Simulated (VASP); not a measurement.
Runs of VASP 6.6.1 on TiAl3. The structure is that of space group I4/mmm (No. 139), or close to it. The cells are those of the table. 

```csv
cell,k mesh,further INCAR settings,gap on the mesh (eV),pressure (GPa)
"a = 3.768, b = 3.768, c = 8.726 Å, 8 atoms",10 × 10 × 4,ALGO = Fast; EDIFF = 1e-07; NBANDS = 31,none,3.4
"a = 3.845, b = 3.845, c = 8.623 Å, 8 atoms",10 × 10 × 4,ALGO = Fast; EDIFF = 1e-06; NBANDS = 31,none,0.0
"a = 3.961, b = 3.961, c = 8.881 Å, 8 atoms",10 × 10 × 4,ALGO = Fast; EDIFF = 1e-06; NBANDS = 31,none,-7.8
"a = 3.807, b = 3.807, c = 8.675 Å, 8 atoms",10 × 10 × 4,ALGO = Fast; EDIFF = 1e-06; NBANDS = 31,none,(a)
"a = 5.097, b = 5.097, c = 5.438 Å, angles 90.0, 90.0, 115.5°, 8 atoms","6 × 6 × 5, shifted",ALGO = Fast; EDIFF = 1e-06; NBANDS = 31,none,(b)
```

Alike in all rows: task single point; level PBE; potentials or basis VASP PAW PBE potentials, release 64 (Ti_sv, Al); no spin polarisation; cutoff (eV) 520; smearing gaussian 0.1 eV.

Q: Estimate the missing entries.

A: (a) 1.6; (b) -0.1.

Caveats: the cell stands under pressure (at least some runs); the cell stands under tension (at least some runs).

A gap of «none» marks levels without a gap at the run's occupations.
